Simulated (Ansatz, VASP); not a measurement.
WC in VASP and in Ansatz

```xyz
2
Lattice="2.9005 0.0000 0.0000 -1.4503 2.5119 0.0377 0.0000 0.0424 2.8290" Properties=species:S:1:pos:R:3 pbc="T T T"
W     0.0000    0.0000    0.0000
C     1.4503    0.8585    1.4271
```

Change from the starting cell: strain +0.0300 x Voigt [0, 0, 0, 1, 0, 0], atoms carried along.

Alike in both runs: task single point; functional PBEsol; k mesh 18 × 18 × 16; occupations gaussian, width 0.15 eV; no spin polarisation.

|  | VASP | Ansatz |
| --- | --- | --- |
| version | VASP 6.6.1 | Ansatz 0.2.0 |
| potentials or method | VASP PAW PBE potentials, release 64 (W_sv, C), cutoff 520 eV | scalar-relativistic, plane waves, PAW |
| valence electrons in the cell | 18 | 18 |

|  | VASP | Ansatz | Ansatz less VASP |
| --- | --- | --- | --- |
| gap on the k mesh at the Fermi level (eV) | none | none | - |
| pressure (GPa) | 0.9 | -0.4 | -1.27 |
| traceless stress, the component that is largest in VASP (GPa) | -9.63 | -9.58 | +0.052 |
| rms of the force components (eV/Å) | 0.016 | 0.016 | -0.0002 |

VASP's potentials were made for PBE, not for PBEsol. Atom by atom the forces differ by 0.000 eV/Å (rms over components). A gap of «none» marks a metal or a gap that the smearing closes.

Neither program's run includes spin-orbit coupling.
